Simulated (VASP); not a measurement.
A run of VASP 6.6.1 is set up as follows.

INCAR

```
ALGO = Normal
EDIFF = 1E-7
ENCUT = 520
GGA = PE
ISIF = 2
ISMEAR = 0
LASPH = True
LCHARG = False
LREAL = False
LWAVE = False
NBANDS = 18
NELM = 60
PREC = Accurate
SIGMA = 0.05
```

File KPOINTS:

```
k-points
0
Gamma
  8 8 8
```

The input POSCAR:

```
HfO2
1.0
    0.0000000000      2.4552000000      2.5575000000
    2.4552000000      0.0000000000      2.5575000000
    2.4552000000      2.4552000000      0.0000000000
Hf O
1 2
Direct
    0.0000000000      0.0000000000      0.0000000000
    0.2500000000      0.2500000000      0.2500000000
    0.7500000000      0.7500000000      0.7500000000
```

Potentials or basis: VASP PAW PBE potentials, release 64 (Hf_pv, O).

Launch:

```sh
$ cat potpaw_PBE.64/Hf_pv/POTCAR potpaw_PBE.64/O/POTCAR > POTCAR
$ mpirun -np 1 vasp_std > vasp.out
```

**Question.** Predict the pressure.

**Answer.** 16.2 GPa.

**Question.** Predict the band gap on the k mesh.

**Answer.** 3.51 eV, indirect (least direct gap 3.70 eV).

Stress tensor (GPa, compression positive):
```
23.04  0.00  0.00
 0.00 23.04  0.00
 0.00  0.00  2.41
```

Caveat: the cell differs from its parent crystal (strain -0.040 along x and y, +0.000 along z); spin-orbit coupling is left out, which moves the levels of the heavy elements. A k mesh can miss the band edges.
